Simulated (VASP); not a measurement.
# Nb2H (Pn-3m) in VASP: notebook, part 2 of 2

VASP 6.6.1.

**3. Single point, PBE**

The input, INCAR:

```
SYSTEM = Nb2H
PREC = Accurate
ENCUT = 520
EDIFF = 1E-6
ISMEAR = 0
SIGMA = 0.1
LREAL = .FALSE.
LASPH = .TRUE.
NELM = 100
ALGO = Normal
ISIF = 2
LWAVE = .FALSE.
LCHARG = .FALSE.
GGA = PE
NBANDS = 36
```

The input, KPOINTS:

```
regular mesh
0
G
  10 10 10
  0 0 0
```

The input, POSCAR:

```
Nb2H
1.0
    4.3436854262      0.0000000000      0.0000000000
    0.0000000000      4.3436854262      0.0000000000
    0.0000000000      0.0000000000      4.3436854262
Nb H
4 2
Direct
    0.2500000000      0.2500000000      0.2500000000
    0.7500000000      0.7500000000      0.2500000000
    0.7500000000      0.2500000000      0.7500000000
    0.2500000000      0.7500000000      0.7500000000
    0.5000000000      0.5000000000      0.5000000000
    0.0000000000      0.0000000000      0.0000000000
```

Potentials or basis: VASP PAW PBE potentials, release 64 (Nb_sv, H).

Command:

```sh
$ cat potpaw_PBE.64/Nb_sv/POTCAR potpaw_PBE.64/H/POTCAR > POTCAR
$ mpirun -np 1 vasp_std > vasp.out
```

Wall time 2.2 min (1 thread of Intel Xeon Platinum 8488C (Sapphire Rapids), shared host); peak memory 0.25 GiB.

The run converged. Its results:

```
Free energy            : -47.1065 eV
Pressure               : -0.4 GPa
Band gap on the k mesh : zero (bands 27 and 28 overlap by 1.38 eV)
```

Levels at points of the mesh, in eV from the Fermi level:
```tsv
k point	band 25	band 26	band 27	band 28	band 29	band 30
(0.00, 0.00, 0.00)	-0.22	-0.22	-0.22	2.29	2.29	3.07
(0.50, 0.00, 0.00)	-1.09	-1.09	0.29	0.29	1.01	1.01
(0.50, 0.50, 0.00)	-1.19	-1.19	-1.03	-1.03	0.97	0.97
(0.50, 0.50, 0.50)	-0.24	-0.24	-0.03	-0.03	-0.03	0.87
```

**4. Single point, PBE, collinear spin**

The input, INCAR:

```
PREC = Accurate ; ENCUT = 520
EDIFF = 1E-6 ; ISMEAR = 0
SIGMA = 0.1 ; LREAL = False
LASPH = True ; NELM = 150
ALGO = Normal ; ISIF = 2
LWAVE = False ; LCHARG = False
ISPIN = 2 ; MAGMOM = 1 1 1 1 0 0
LORBIT = 11 ; LMAXMIX = 4
GGA = PE ; NBANDS = 40
```

The input, KPOINTS:

```
regular mesh
0
Gamma
  4 4 4
```

Changes to POSCAR since step 3:

```diff
@@ -2,5 +2,5 @@
 1.0
-    4.3436854262      0.0000000000      0.0000000000
-    0.0000000000      4.3436854262      0.0000000000
-    0.0000000000      0.0000000000      4.3436854262
+    4.3442379344      0.0000000000      0.0000000000
+    0.0000000000      4.3442379344      0.0000000000
+    0.0000000000      0.0000000000      4.3442379344
 Nb H
```

Command:

```sh
$ cat potpaw_PBE.64/Nb_sv/POTCAR potpaw_PBE.64/H/POTCAR > POTCAR
$ mpirun -np 1 vasp_std > vasp.out
```

It took 64 s on 1 thread of Intel Xeon Platinum 8488C (Sapphire Rapids), shared host; peak memory 0.22 GiB.

The run converged. Its results:

```yaml
Free_energy: -47.0235 eV
Pressure: 0.0 GPa
Band_gap_on_the_k_mesh: zero (filled and empty bands overlap)
Net_moment: 0.00 μB per cell
Valence_electrons_inside_the_program's_atomic_spheres: Nb 10.59; H 0.66
```

Levels at points of the mesh, in eV from the Fermi level:
Spin up:
```csv
k point,band 24,band 25,band 26,band 27,band 28,band 29,band 30,band 31
"(0.00, 0.00, 0.00)",-3.02,-0.25,-0.25,-0.25,2.25,2.25,3.05,3.05
"(0.50, 0.00, 0.00)",-1.65,-1.12,-1.12,0.26,0.26,0.97,0.97,1.57
"(0.50, 0.50, 0.00)",-1.24,-1.22,-1.22,-1.05,-1.05,0.93,0.93,1.06
"(0.50, 0.50, 0.50)",-0.62,-0.27,-0.27,-0.05,-0.05,-0.05,0.85,0.85
```
Spin down:
| k point | band 24 | band 25 | band 26 | band 27 | band 28 | band 29 | band 30 | band 31 |
| --- | --- | --- | --- | --- | --- | --- | --- | --- |
| (0.00, 0.00, 0.00) | -3.02 | -0.25 | -0.25 | -0.25 | 2.25 | 2.25 | 3.05 | 3.05 |
| (0.50, 0.00, 0.00) | -1.65 | -1.12 | -1.12 | 0.26 | 0.26 | 0.97 | 0.97 | 1.57 |
| (0.50, 0.50, 0.00) | -1.24 | -1.22 | -1.22 | -1.05 | -1.05 | 0.93 | 0.93 | 1.06 |
| (0.50, 0.50, 0.50) | -0.63 | -0.27 | -0.27 | -0.05 | -0.05 | -0.05 | 0.85 | 0.85 |

Caveat: the k points lie up to 0.36 Å⁻¹ apart, too coarse for converged energies and pressures of a metal.

**5. Relaxation of cell and atoms, PBE**

The input, INCAR:

```
PREC = Accurate
ENCUT = 600
EDIFF = 1E-6
ISMEAR = 0
SIGMA = 0.1
LREAL = False
LASPH = True
NELM = 100
ALGO = Normal
ISIF = 3
LWAVE = False
LCHARG = False
GGA = PE
IBRION = 2
NSW = 100
EDIFFG = -0.01
```

The input, KPOINTS:

```
regular mesh
0
Gamma
  10 10 10
```

POSCAR is that of step 4.

Potentials or basis: VASP PAW PBE potentials, release 64 (Nb_sv, H).

Command:

```sh
$ cat potpaw_PBE.64/Nb_sv/POTCAR potpaw_PBE.64/H/POTCAR > POTCAR
$ mpirun -np 1 vasp_std > vasp.out
```

OUTCAR:

```text
PREC = Accurate
   ENCUT = 600
   EDIFF = 1E-6
   ISMEAR = 0
   LREAL = False
   LASPH = True
   NELM = 100
   ISIF = 3
   GGA = PE
   IBRION = 2
   NSW = 100
   EDIFFG = -0.01

 ion  position               nearest neighbor table
   1  0.250  0.250  0.250-   5 1.88   6 1.88
   2  0.750  0.750  0.250-   5 1.88   6 1.88
   3  0.750  0.250  0.750-   5 1.88   6 1.88
   4  0.250  0.750  0.750-   5 1.88   6 1.88
   5  0.500  0.500  0.500-   1 1.88   2 1.88   3 1.88   4 1.88
   6  0.000  0.000  0.000-   1 1.88   2 1.88   3 1.88   4 1.88

  LATTYP: Found a simple cubic cell.
 ALAT       =     4.3442379344

  Lattice vectors:

 A1 = (   4.3442379344,   0.0000000000,   0.0000000000)
[... 273 lines left out ...]
  ext. energy  EPLUGINS =         0.00000000
  ---------------------------------------------------
  free energy    TOTEN  =       -47.10800809 eV

  energy without entropy =      -47.07290593  energy(sigma->0) =      -47.09045701

 E-fermi :  10.2398     XC(G=0): -12.0973

 val. band max:       10.2244763375   @ k =   0.3000   0.2000   0.1000
 cond. band min:      10.2447544182   @ k =   0.4000   0.1000   0.1000
 fundamental gap:      0.0202780807
 Fermi energy:        10.2397691753

 k-point     1 :       0.0000    0.0000    0.0000
  band No.  band energies     occupation
      1     -44.7158      2.00000
      2     -44.5282      2.00000
      3     -44.5282      2.00000
      4     -44.5282      2.00000
      5     -21.3844      2.00000
      6     -21.0466      2.00000
[... 829 lines left out ...]
     31      12.4554      0.00000
     32      12.5276      0.00000

 [... further k-points ...]

------------------------ aborting loop because EDIFF is reached ----------------------------------------

  FORCE on cell =-STRESS in cart. coord.  units (eV):
  Direction    XX          YY          ZZ          XY          YZ          ZX
  --------------------------------------------------------------------------------------
  -------------------------------------------------------------------------------------
  Total        0.0101539      0.0101539      0.0101539      0.0000000      0.0000000      0.0000000
  in kB        0.1988955      0.1988955      0.1988955      0.0000000      0.0000000      0.0000000
  external PRESSURE =       0.1988955 kB  Pullay stress =       0.0000000 kB
[... 21 lines left out ...]
  FREE ENERGIE OF THE ION-ELECTRON SYSTEM (eV)
  ---------------------------------------------------
  free  energy   TOTEN  =       -47.1080080910 eV

  energy  without entropy=      -47.0729059303  energy(sigma->0) =      -47.09045701

 reached required accuracy - stopping structural energy minimisation
```

Run time: 6.2 min. Hardware: 1 thread of Intel Xeon Platinum 8488C (Sapphire Rapids), shared host; peak memory 0.3 GiB.

Results:

```
Free energy                           : -47.1080 eV
Relaxed volume                        : 13.63 Å³/atom
Relaxed cell                          : a = 4.341 Å, b = 4.341 Å, c = 4.341 Å, α = 90.00°, β = 90.00°, γ = 90.00°
Space group after relaxing (to 0.1 Å) : Pn-3m (No. 224)
Energy gained by relaxing             : 0.0 meV/atom
Ionic steps                           : 3
Pressure after relaxing               : 0.0 GPa
Band gap on the k mesh                : zero (bands 27 and 28 overlap by 1.39 eV)
```

Step by step:
```tsv
step	energy change (eV)	largest force (eV/Å)	pressure (GPa)	volume (Å³)
1	0.0000	0.0000	-0.40	81.99
2	0.0000	0.0000	0.42	81.59
3	-0.0002	0.0000	0.02	81.79
```

Final structure:
```cif
data_structure
_symmetry_space_group_name_H-M 'P 1'
_symmetry_Int_Tables_number 1
_cell_length_a 4.3408
_cell_length_b 4.3408
_cell_length_c 4.3408
_cell_angle_alpha 90.000
_cell_angle_beta 90.000
_cell_angle_gamma 90.000
_cell_volume 81.79
loop_
_atom_site_label
_atom_site_type_symbol
_atom_site_fract_x
_atom_site_fract_y
_atom_site_fract_z
_atom_site_occupancy
Nb1 Nb 0.25000 0.25000 0.25000 1
Nb2 Nb 0.75000 0.75000 0.25000 1
Nb3 Nb 0.75000 0.25000 0.75000 1
Nb4 Nb 0.25000 0.75000 0.75000 1
H1 H 0.50000 0.50000 0.50000 1
H2 H 0.00000 0.00000 0.00000 1
```

Levels at points of the mesh, in eV from the Fermi level:
| k point | band 24 | band 25 | band 26 | band 27 | band 28 | band 29 | band 30 | band 31 |
| --- | --- | --- | --- | --- | --- | --- | --- | --- |
| (0.00, 0.00, 0.00) | -3.01 | -0.22 | -0.22 | -0.22 | 2.29 | 2.29 | 3.08 | 3.08 |
| (0.50, 0.00, 0.00) | -1.63 | -1.09 | -1.09 | 0.29 | 0.29 | 1.02 | 1.02 | 1.60 |
| (0.50, 0.50, 0.00) | -1.21 | -1.20 | -1.20 | -1.03 | -1.03 | 0.97 | 0.97 | 1.10 |
| (0.50, 0.50, 0.50) | -0.59 | -0.24 | -0.24 | -0.03 | -0.03 | -0.03 | 0.87 | 0.87 |

**6. Summary**

```csv
task,spin,cell,k mesh,cutoff (eV),gap on the mesh (eV),pressure (GPa)
single point,off,"a = 4.344 Å, 6 atoms",4 × 4 × 4,520,none,0.0
single point,off,"a = 4.344 Å, 6 atoms",10 × 10 × 10,520,none,-0.4
single point,collinear,"a = 4.344 Å, 6 atoms",4 × 4 × 4,520,none,0.0
relaxation of cell and atoms,off,"relaxed from a = 4.344 Å, 6 atoms",10 × 10 × 10,600,none,0.0
```

Alike in all rows: level PBE; potentials or basis VASP PAW PBE potentials, release 64 (Nb_sv, H); smearing gaussian 0.1 eV.

Caveats: some runs use coarse meshes.

Total energies depend on the potentials used, so only differences within one code and one set of settings carry meaning.
